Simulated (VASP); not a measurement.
Write the native input for VASP 6.6.1 that does the following.

```yaml
Task: single point
Functional: PBEsol
Potentials_or_basis: VASP PAW PBE potentials, release 64 (P)
Cutoff: 520 eV
k_mesh: 8 × 1 × 6
Occupations: gaussian, width 0.05 eV
Spin: no spin polarisation
Dipole_correction: no
Further_INCAR_settings: ALGO = Normal; EDIFF = 1e-06; NBANDS = 18
```

The structure of P lies in POSCAR:

```
P
1.0
    3.3329836358      0.0000000000      0.0000000000
    0.0000000000     35.3798864548      0.0000000000
    0.0000000000      0.0000000000      4.4931221687
P
4
Direct
    0.0000000000      0.9702614300      0.5921507200
    0.0000000000      0.0297385700      0.4078492800
    0.5000000000      0.0297385700      0.0921507200
    0.5000000000      0.9702614300      0.9078492800
```

This cell differs from its parent crystal: strain +0.015 along x and y, -0.030 along z.

The input as run:

INCAR

```
  ALGO = Normal
  EDIFF = 1E-6
  ENCUT = 520
  GGA = PS
  ISIF = 2
  ISMEAR = 0
  LASPH = True
  LCHARG = False
  LREAL = False
  LWAVE = False
  NBANDS = 18
  NELM = 100
  PREC = Accurate
  SIGMA = 0.05
```

KPOINTS

```
k-points
0
Gamma
  8 1 6
```

Potentials or basis: VASP PAW PBE potentials, release 64 (P).

Command:

```bash
$ cat potpaw_PBE.64/P/POTCAR > POTCAR
$ mpirun -np 1 vasp_std > vasp.out
```

It gave:

```yaml
Largest_force: 0.687 eV/Å
Band_gap_on_the_k_mesh: 0.67 eV
```

Caveat: the cell differs from its parent crystal (strain +0.015 along x and y, -0.030 along z); the PAW data sets were made with another functional, which shifts forces and pressure a little.

Run time: 2.2 min on 1 thread of Intel(R) Xeon(R) 6975P-C (Granite Rapids), with other jobs on the host, peak memory 0.63 GiB.
